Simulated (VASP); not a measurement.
# TiAl: single point with LDA

Crystal: TiAl.

```
Ti Al
1.0
     3.05190    0.00000    0.00000
     0.00000    3.05190    0.00000
     0.00000    0.00000    3.30623
Ti Al
1 1
Direct
  0.00000 0.00000 0.00000
  0.50000 0.50000 0.50000
```

This cell differs from its parent crystal: strain -0.040 along x and y, +0.040 along z.

```
Program             : VASP 6.6.1
Task                : single point
Functional          : LDA
Potentials or basis : VASP PAW LDA potentials, release 64 (Ti_sv, Al)
Cutoff              : 520 eV
k mesh              : 16 × 16 × 16
Occupations         : gaussian, width 0.15 eV
Spin                : no spin polarisation
```

- Pressure: -0.9 GPa
- Band gap on the k mesh: zero (an odd number of electrons rules out a gap without spin polarisation)

Stress tensor (GPa, compression positive):
```
-3.14  0.00  0.00
 0.00 -3.14  0.00
 0.00  0.00  3.53
```

Levels at points of the mesh, in eV from the Fermi level:
```tsv
k point	band 4	band 5	band 6	band 7	band 8	band 9	band 10	band 11
(0.00, 0.00, 0.00)	-32.59	-9.33	-1.59	-1.36	1.81	1.81	2.18	3.28
(0.50, 0.00, 0.00)	-32.56	-5.71	-5.13	-0.48	-0.43	0.50	2.07	3.55
(0.50, 0.50, 0.00)	-32.65	-4.72	-1.70	-1.70	-1.32	0.34	0.34	3.21
(0.00, 0.00, 0.50)	-32.58	-6.47	-5.29	-0.66	0.47	0.47	2.32	2.58
(0.50, 0.00, 0.50)	-32.55	-5.21	-2.32	-1.85	-1.48	0.88	1.05	2.72
(0.50, 0.50, 0.50)	-32.76	-3.14	-3.13	-3.13	0.92	2.79	2.95	3.25
```

Wall time 4.3 min on 1 thread of Intel Xeon 8259CL (shared host), peak memory 0.28 GiB.

Caveat: the cell differs from its parent crystal (strain -0.040 along x and y, +0.040 along z); the stress differs along the axes, from -3 to 4 GPa.
